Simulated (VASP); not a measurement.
Set up this calculation in VASP 6.6.1, as the native input.

```yaml
Task: single point
Functional: PBEsol
Potentials_or_basis: VASP PAW PBE potentials, release 64 (Se)
Cutoff: 520 eV
k_mesh: 3 × 3 × 3
Occupations: gaussian, width 0.1 eV
Spin: no spin polarisation
Dipole_correction: no
Further_INCAR_settings: ALGO = Normal; EDIFF = 1e-06; NBANDS = 48
```

The structure of Se lies in POSCAR:

```
Se
1.0
    3.8490754953      2.2222647734      6.5642216712
   -3.8490754953      2.2222647734      6.5642216712
    0.0000000000     -4.4445295466      6.5642216712
Se
12
Direct
    0.0101900000      0.6536100000      0.0101900000
    0.0101900000      0.0101900000      0.6536100000
    0.6536100000      0.0101900000      0.0101900000
    0.9898100000      0.3463900000      0.9898100000
    0.3463900000      0.9898100000      0.9898100000
    0.9898100000      0.9898100000      0.3463900000
    0.2211800000      0.6306000000      0.2211800000
    0.2211800000      0.2211800000      0.6306000000
    0.6306000000      0.2211800000      0.2211800000
    0.7788200000      0.3694000000      0.7788200000
    0.3694000000      0.7788200000      0.7788200000
    0.7788200000      0.7788200000      0.3694000000
```

The input as run:

INCAR

```
ALGO = Normal
EDIFF = 1E-6
ENCUT = 520
GGA = PS
ISIF = 2
ISMEAR = 0
LASPH = T
LCHARG = F
LREAL = F
LWAVE = F
NBANDS = 48
NELM = 100
PREC = Accurate
SIGMA = 0.1
```

KPOINTS

```
k-points
0
Gamma
  3 3 3
```

Potentials or basis: VASP PAW PBE potentials, release 64 (Se).

Run with:

```sh
$ cat potpaw_PBE.64/Se/POTCAR > POTCAR
$ mpirun -np 1 vasp_std > vasp.out
```

Results of the run:

- Pressure: 0.8 GPa
- Largest force: 2.009 eV/Å
- Band gap on the k mesh: zero (band 36 reaches 2.73 eV, above the bottom of band 37 at 2.34 eV)

Caveat: the PAW data sets were made with another functional, which shifts forces and pressure a little.

Wall time 120 s on 1 thread of Intel(R) Xeon(R) Platinum 8488C (Sapphire Rapids), on a shared host, peak memory 0.48 GiB.
